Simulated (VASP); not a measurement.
**HfO2: single point with PBE**

Crystal: HfO2.

```
Hf O
1.0
     5.35144    0.00000    0.00000
     0.00000    5.13098    0.00000
     0.00000    0.00000    5.00603
Hf O
4 8
Direct
  0.03201 0.26462 0.23804
  0.46799 0.26462 0.73804
  0.53201 0.73538 0.23804
  0.96799 0.73538 0.73804
  0.36411 0.06436 0.38455
  0.13589 0.06436 0.88455
  0.72164 0.46834 0.49041
  0.77836 0.46834 0.99041
  0.27836 0.53166 0.99041
  0.22164 0.53166 0.49041
  0.86411 0.93564 0.38455
  0.63589 0.93564 0.88455
```

This cell differs from its parent crystal: epitaxial xy strain +2.0%.

```
Program                : VASP 6.6.1
Task                   : single point
Functional             : PBE
Potentials or basis    : VASP PAW PBE potentials, release 64 (Hf_pv, O)
Cutoff                 : 520 eV
k mesh                 : 6 × 6 × 6
Occupations            : fermi-dirac, width 0.02 eV
Spin                   : no spin polarisation
Dipole correction      : no
Further INCAR settings : ALGO = Normal; EDIFF = 1e-07; NBANDS = 56
```

The pressure is -3.0 GPa and the largest force is 0.031 eV/Å. The band gap on the k mesh is 4.41 eV (least direct gap 4.64 eV).

Forces in eV/Å, atoms in the order of the input:
```
Hf   0.031 -0.004  0.000
Hf  -0.031 -0.004  0.000
Hf   0.031  0.004  0.000
Hf  -0.031  0.004  0.000
O   -0.008  0.009  0.007
O    0.008  0.009  0.007
O    0.012 -0.007 -0.007
O   -0.012 -0.007 -0.007
O   -0.012  0.007 -0.007
O    0.012  0.007 -0.007
O   -0.008 -0.009  0.007
O    0.008 -0.009  0.007
```

Stress tensor (GPa, compression positive):
```
-5.03  0.00  0.00
 0.00 -6.14  0.00
 0.00  0.00  2.30
```

Levels at points of the mesh, in eV from the valence-band top:
| k point | band 41 | band 42 | band 43 | band 44 | band 45 | band 46 | band 47 | band 48 |
| --- | --- | --- | --- | --- | --- | --- | --- | --- |
| (0.00, 0.00, 0.00) | -0.45 | -0.22 | -0.14 | 0.00 | 4.91 | 4.92 | 5.24 | 5.52 |
| (0.50, 0.00, 0.00) | -0.66 | -0.66 | -0.26 | -0.26 | 5.10 | 5.10 | 5.51 | 5.51 |
| (0.00, 0.50, 0.00) | -0.63 | -0.21 | -0.19 | -0.14 | 4.50 | 4.87 | 4.96 | 5.48 |
| (0.50, 0.50, 0.00) | -0.54 | -0.54 | -0.35 | -0.35 | 4.74 | 4.74 | 4.95 | 4.95 |
| (0.00, 0.00, 0.50) | -0.41 | -0.41 | -0.30 | -0.30 | 4.54 | 4.54 | 5.09 | 5.09 |
| (0.50, 0.00, 0.50) | -0.71 | -0.71 | -0.71 | -0.71 | 5.10 | 5.10 | 5.10 | 5.10 |
| (0.00, 0.50, 0.50) | -0.93 | -0.93 | -0.39 | -0.39 | 4.48 | 4.48 | 4.90 | 4.90 |
| (0.50, 0.50, 0.50) | -0.84 | -0.84 | -0.84 | -0.84 | 4.64 | 4.64 | 4.64 | 4.64 |

Run time: 6.5 min on 1 thread of Intel(R) Xeon(R) Platinum 8375C CPU @ 2.90GHz (Ice Lake) (shared host), peak memory 0.47 GiB.

Caveat: the cell differs from its parent crystal (epitaxial xy strain +2.0%); spin-orbit coupling is left out, which moves the levels of the heavy elements. A k mesh can miss the band edges.
